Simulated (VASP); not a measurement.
# KCl (Pm-3m) in VASP: a series of runs, part 2 of 2

VASP 6.6.1. Earlier steps stand in the parts before.

**3. Single point, r2SCAN (strain -3.3%)**

POSCAR

```
KCl
1.0
    3.6455887835      0.0000000000      0.0000000000
    0.0000000000      3.6455887835      0.0000000000
    0.0000000000      0.0000000000      3.6455887835
K Cl
1 1
Direct
    0.0000000000      0.0000000000      0.0000000000
    0.5000000000      0.5000000000      0.5000000000
```

INCAR.step1

```
SYSTEM = KCl
  PREC = Accurate
  ENCUT = 520
  ISMEAR = 0
  SIGMA = 0.01
  LREAL = .FALSE.
  LASPH = .TRUE.
  NELM = 100
  NBANDS = 15
  GGA = PE
  ALGO = Normal
  EDIFF = 1E-4
  LWAVE = .TRUE.
  LCHARG = .FALSE.
```

INCAR.step2

```
SYSTEM = KCl
  PREC = Accurate
  ENCUT = 520
  EDIFF = 1E-6
  ISMEAR = 0
  SIGMA = 0.01
  LREAL = .FALSE.
  LASPH = .TRUE.
  NELM = 100
  ALGO = Normal
  ISIF = 2
  LWAVE = .FALSE.
  LCHARG = .FALSE.
  METAGGA = R2SCAN
  LMIXTAU = .TRUE.
  NBANDS = 15
  ISTART = 1
```

KPOINTS

```
regular mesh
0
G
  8 8 8
  0 0 0
```

Potentials or basis: VASP PAW PBE potentials, release 64 (K_sv, Cl).

On the command line:

```bash
$ cat potpaw_PBE.64/K_sv/POTCAR potpaw_PBE.64/Cl/POTCAR > POTCAR
$ cp INCAR.step1 INCAR
$ mpirun -np 1 vasp_std > vasp.out
$ cp INCAR.step2 INCAR
$ mpirun -np 1 vasp_std > vasp.out
```

OUTCAR:

```text
SYSTEM = KCl
   PREC = Accurate
   ENCUT = 520
   EDIFF = 1E-6
   ISMEAR = 0
   LREAL = .FALSE.
   LASPH = .TRUE.
   NELM = 100
   ISIF = 2
   METAGGA = R2SCAN
   ISTART = 1

 ion  position               nearest neighbor table
   1  0.000  0.000  0.000-   2 3.16   2 3.16   2 3.16   2 3.16   2 3.16   2 3.16   2 3.16   2 3.16

   2  0.500  0.500  0.500-   1 3.16   1 3.16   1 3.16   1 3.16   1 3.16   1 3.16   1 3.16   1 3.16

  LATTYP: Found a simple cubic cell.
 ALAT       =     3.6455887835

  Lattice vectors:

 A1 = (   3.6455887835,   0.0000000000,   0.0000000000)
 A2 = (   0.0000000000,   3.6455887835,   0.0000000000)
 A3 = (   0.0000000000,   0.0000000000,   3.6455887835)

Analysis of symmetry for initial positions (statically):
=====================================================================
 Subroutine PRICEL returns:
 Original cell was already a primitive cell.

 Routine SETGRP: Setting up the symmetry group for a
 simple cubic supercell.

 Subroutine GETGRP returns: Found 48 space group operations
 (whereof 48 operations were pure point group operations)
 out of a pool of 48 trial point group operations.

The static configuration has the point symmetry O_h .

Analysis of symmetry for dynamics (positions and initial velocities):
=====================================================================
 Subroutine PRICEL returns:
 Original cell was already a primitive cell.

 Routine SETGRP: Setting up the symmetry group for a
 simple cubic supercell.

 Subroutine GETGRP returns: Found 48 space group operations
 (whereof 48 operations were pure point group operations)
 out of a pool of 48 trial point group operations.

The dynamic configuration has the point symmetry O_h .

 Subroutine INISYM returns: Found 48 space group operations
 (whereof 48 operations are pure point group operations),
 and found     1 'primitive' translations

----------------------------------------------------------------------------------------

                                     Primitive cell

  volume of cell :      48.4510

  direct lattice vectors                    reciprocal lattice vectors
     3.645588784  0.000000000  0.000000000     0.274304114  0.000000000  0.000000000
     0.000000000  3.645588784  0.000000000     0.000000000  0.274304114  0.000000000
     0.000000000  0.000000000  3.645588784     0.000000000  0.000000000  0.274304114

  length of vectors
     3.645588784  3.645588784  3.645588784     0.274304114  0.274304114  0.274304114

  position of ions in fractional coordinates (direct lattice)
     0.000000000  0.000000000  0.000000000
     0.500000000  0.500000000  0.500000000

  ion indices of the primitive-cell ions
   primitive index   ion index
                 1           1
                 2           2

----------------------------------------------------------------------------------------

 KPOINTS: regular mesh

Automatic generation of k-mesh.
 Grid dimensions read from file:
 generate k-points for:    8    8    8

 Generating k-lattice:

  Cartesian coordinates                     Fractional coordinates (reciprocal lattice)
     0.034288014  0.000000000  0.000000000     0.125000000  0.000000000  0.000000000
     0.000000000  0.034288014  0.000000000     0.000000000  0.125000000  0.000000000
     0.000000000  0.000000000  0.034288014     0.000000000  0.000000000  0.125000000

  Length of vectors
     0.034288014  0.034288014  0.034288014

  Shift w.r.t. Gamma in fractional coordinates (k-lattice)
     0.000000000  0.000000000  0.000000000

 Subroutine IBZKPT returns following result:
 ===========================================

 Found     35 irreducible k-points:

 Following reciprocal coordinates:
            Coordinates               Weight
  0.000000  0.000000  0.000000      1.000000
  0.125000  0.000000  0.000000      6.000000
  0.250000  0.000000  0.000000      6.000000
  0.375000  0.000000  0.000000      6.000000
  0.500000  0.000000  0.000000      3.000000
  0.125000  0.125000  0.000000     12.000000
[... 16 lines left out ...]
  0.375000  0.375000  0.125000     24.000000
  0.500000  0.375000  0.125000     24.000000
 [... further k-points ...]
   k-points           NKPTS =     35   k-points in BZ     NKDIM =     35   number of bands    NBANDS=     15
   number of dos      NEDOS =    301   number of ions     NIONS =      2
   total plane-waves  NPLWV =  21952
   dimension x,y,z NGX =    28 NGY =   28 NGZ =   28
   dimension x,y,z NGXF=    56 NGYF=   56 NGZF=   56
   ions per type =               1   1
   NGX,Y,Z   is equivalent  to a cutoff of  12.77, 12.77, 12.77 a.u.
   NGXF,Y,Z  is equivalent  to a cutoff of  25.54, 25.54, 25.54 a.u.
 SYSTEM =  KCl
   PREC   = accura    normal or accurate (medium, high low for compatibility)
   ISTART =      1    job   : 0-new  1-cont  2-samecut
   ICHARG =      0    charge: 1-file 2-atom 10-const
   ISPIN  =      1    spin polarized calculation?
   LNONCOLLINEAR =      F non collinear calculations
   LSORBIT =      F    spin-orbit coupling
   LASPH  =      T    aspherical Exc in radial PAW
   ENCUT  =  520.0 eV  38.22 Ry    6.18 a.u.   6.78  6.78  6.78*2*pi/ulx,y,z
   NELM   =    100;   NELMIN=  2; NELMDL=  0     # of ELM steps
   EDIFF  = 0.1E-05   stopping-criterion for ELM
   LREAL  =      F    real-space projection
   EDIFFG = 0.1E-04   stopping-criterion for IOM
   NSW    =      0    number of steps for IOM
   IBRION =     -1    ionic relax: 0-MD 1-quasi-New 2-CG
   NFREE  =      0    steps in history (QN), initial steepest desc. (CG)
   ISIF   =      2    stress and relaxation
   ISYM   =      2    0-nonsym 1-usesym 2-fastsym
   POTIM  = 0.5000    time-step for ionic-motion
   TEBEG  =    0.0;   TEEND  =   0.0 temperature during run
   PSTRESS=    0.0 pullay stress
   NELECT =      16.0000    total number of electrons
   NUPDOWN=      -1.0000    fix difference up-down
   EMIN   =  10.00;   EMAX   =-10.00  energy-range for DOS
   EFERMI =   0.00;   METHOD = LEGACY
   ISMEAR =     0;   SIGMA  =   0.01  broadening in eV -4-tet -1-fermi 0-gaus
   EFERMI_NEDOS =   21; number of points for ismear=-14 and -15
   IALGO  =     38    algorithm
   IMIX   =      4    mixing-type and parameters
     AMIX     =   0.40;   BMIX     =  1.00
     AMIX_MAG =   1.60;   BMIX_MAG =  1.00
  volume/ion in A,a.u.               =      24.23       163.48
  Fermi-wavevector in a.u.,A,eV,Ry     =   1.131568  2.138353 17.421513  1.280445
  Thomas-Fermi vector in A             =   2.268267
   LORBIT       =      0    0 simple, 1 ext, 2 COOP (PROOUT), +10 PAW based schemes
   METAGGA = R2SCAN    functional components
   LHFCALC =     F    Hartree Fock is set to
   AEXX    =    0.0000 exact exchange contribution
   IVDW    =     0    specifies the selected vdW correction
   LEPSILON=     F    determine dielectric tensor
   LRPA    =     F    only Hartree local field effects (RPA)
 non-spin polarized calculation
 Gauss-broadening in eV      SIGMA  =   0.01
  energy-cutoff  :      520.00
  volume of cell :       48.45
 maximum number of plane-waves:      1328
 NGX is ok and might be reduce to    28
   NGX = 13   NGY = 13   NGZ = 13

 number of electron      15.9999997 magnetization

 Free energy of the ion-electron system (eV)
  ---------------------------------------------------
  ext. energy  EPLUGINS =         0.00000000
  ---------------------------------------------------
  free energy    TOTEN  =       -16.36287060 eV

  energy without entropy =      -16.36287060  energy(sigma->0) =      -16.36287060

 E-fermi :  -0.2637     XC(G=0):  -9.2271

 val. band max:       -0.3836139143   @ k =   0.5000   0.5000   0.0000
 cond. band min:       5.9636010513   @ k =   0.0000   0.0000   0.0000
 fundamental gap:      6.3472149655
 Fermi energy:        -0.2636955814

 k-point     1 :       0.0000    0.0000    0.0000
  band No.  band energies     occupation
      1     -29.3322      2.00000
      2     -13.8442      2.00000
      3     -11.9158      2.00000
      4     -11.9158      2.00000
      5     -11.9158      2.00000
      6      -0.6165      2.00000
      7      -0.6165      2.00000
      8      -0.6165      2.00000
      9       5.9636      0.00000
     10       6.5657      0.00000
     11       6.5657      0.00000
     12      11.4574      0.00000
     13      11.4574      0.00000
     14      11.4574      0.00000
[... 401 lines left out ...]
      2     -13.5330      2.00000
      3     -12.2006      2.00000
      4     -12.1605      2.00000
      5     -11.8835      2.00000
      6      -1.9756      2.00000
      7      -1.7343      2.00000
      8      -0.7162      2.00000
      9       7.1088      0.00000
     10       8.4371      0.00000
     11       9.4595      0.00000
     12       9.6343      0.00000
     13      11.6142      0.00000
     14      12.4655      0.00000
     15      13.4920      0.00000

 [... further k-points ...]
[... 5 lines left out ...]
  --------------------------------------------------------------------------------------
  -------------------------------------------------------------------------------------
  Total        0.8944029      0.8944029      0.8944029      0.0000000     -0.0000000     -0.0000000
  in kB       29.5760886     29.5760886     29.5760886      0.0000000     -0.0000000     -0.0000000
  external PRESSURE =      29.5760886 kB  Pullay stress =       0.0000000 kB

 VOLUME and BASIS-vectors are now :
 -----------------------------------------------------------------------------
  energy-cutoff  :      520.00
  volume of cell :       48.45
      direct lattice vectors                 reciprocal lattice vectors
     3.645588784  0.000000000  0.000000000     0.274304114  0.000000000  0.000000000
     0.000000000  3.645588784  0.000000000     0.000000000  0.274304114  0.000000000
     0.000000000  0.000000000  3.645588784     0.000000000  0.000000000  0.274304114

 POSITION                                       TOTAL-FORCE (eV/Angst)
 -----------------------------------------------------------------------------------
      0.00000      0.00000      0.00000         0.000000      0.000000      0.000000
      1.82279      1.82279      1.82279         0.000000      0.000000      0.000000
 -----------------------------------------------------------------------------------
    total drift:                               -0.000000      0.000000      0.000000

  FREE ENERGIE OF THE ION-ELECTRON SYSTEM (eV)
  ---------------------------------------------------
  free  energy   TOTEN  =       -16.3628705997 eV

  energy  without entropy=      -16.3628705997  energy(sigma->0) =      -16.36287060
```

Wall time 95 s (1 thread of Intel Xeon Platinum 8259CL at 2.50GHz (Skylake/Cascade Lake), shared host); peak memory 0.17 GiB.

What came out:

- Free energy: -16.3629 eV
- Pressure: 3.0 GPa
- Band gap on the k mesh: 6.35 eV (least direct gap 6.58 eV)

Levels at points of the mesh, in eV from the valence-band top:
```csv
k point,band 4,band 5,band 6,band 7,band 8,band 9,band 10,band 11,band 12,band 13
"(0.00, 0.00, 0.00)",-11.53,-11.53,-0.23,-0.23,-0.23,6.35,6.95,6.95,11.84,11.84
"(0.50, 0.00, 0.00)",-11.48,-11.35,-2.21,-0.29,-0.29,8.58,9.31,9.92,10.84,11.88
"(0.50, 0.50, 0.00)",-11.89,-11.44,-1.46,-1.46,0.00,6.90,8.20,9.78,9.78,13.64
"(0.50, 0.50, 0.50)",-11.79,-11.79,-1.74,-1.74,-1.74,10.03,10.03,10.03,11.43,11.43
```

Caveat: the cell differs from its parent crystal (strain -3.3%); the PAW data sets were made with another functional, which shifts forces and pressure a little. A k mesh can miss the band edges.

**4. Single point, PBE (strain -3.3%)**

INCAR

```
  PREC = Accurate
  ENCUT = 520
  EDIFF = 1E-7
  ISMEAR = -1
  SIGMA = 0.02
  LREAL = False
  LASPH = True
  NELM = 100
  ALGO = Normal
  ISIF = 2
  LWAVE = False
  LCHARG = False
  GGA = PE
  NBANDS = 15
```

KPOINTS

```
regular mesh
0
Gamma
  8 8 8
```

POSCAR is that of step 3.

On the command line:

```bash
$ cat potpaw_PBE.64/K_sv/POTCAR potpaw_PBE.64/Cl/POTCAR > POTCAR
$ mpirun -np 1 vasp_std > vasp.out
```

Run time: 27 s. Hardware: 1 thread of Intel Xeon Platinum 8259CL at 2.50GHz (Skylake/Cascade Lake), shared host; peak memory 0.16 GiB.

The run converged. Its results:

```
Free energy            : -6.5628 eV
Pressure               : 4.2 GPa
Band gap on the k mesh : 5.53 eV (least direct gap 5.76 eV)
```

Levels at points of the mesh, in eV from the valence-band top:
| k point | band 5 | band 6 | band 7 | band 8 | band 9 | band 10 | band 11 | band 12 |
| --- | --- | --- | --- | --- | --- | --- | --- | --- |
| (0.00, 0.00, 0.00) | -11.18 | -0.23 | -0.23 | -0.23 | 5.53 | 6.39 | 6.39 | 11.04 |
| (0.50, 0.00, 0.00) | -10.98 | -2.20 | -0.29 | -0.29 | 7.98 | 8.52 | 9.14 | 10.17 |
| (0.50, 0.50, 0.00) | -11.08 | -1.43 | -1.43 | 0.00 | 6.27 | 7.47 | 9.05 | 9.05 |
| (0.50, 0.50, 0.50) | -11.44 | -1.72 | -1.72 | -1.72 | 9.32 | 9.32 | 9.32 | 10.59 |

Caveat: the cell differs from its parent crystal (strain -3.3%); the cell stands under pressure.

**5. Summary**

```tsv
level	k mesh	smearing	grid for exact exchange (PRECFOCK)	share of exact exchange	screening parameter	gap on the mesh (eV)	pressure (GPa)
HSE06	6 × 6 × 6	gaussian 0.01 eV	Normal	0.25	0.2079 1/Å	6.90	3.7
r2SCAN	8 × 8 × 8	gaussian 0.01 eV	-	-	-	6.35	3.0
PBE	8 × 8 × 8	fermi-dirac 0.02 eV	-	-	-	5.53	4.2
```

Alike in all rows: task single point; potentials or basis VASP PAW PBE potentials, release 64 (K_sv, Cl); no spin polarisation; cell as given; cutoff (eV) 520.

Caveats: the cell stands under pressure (at least some runs); the PAW data sets were made with another functional, which shifts forces and pressure a little (at least some runs).

Absolute energies hang on the potentials; compare differences alone.
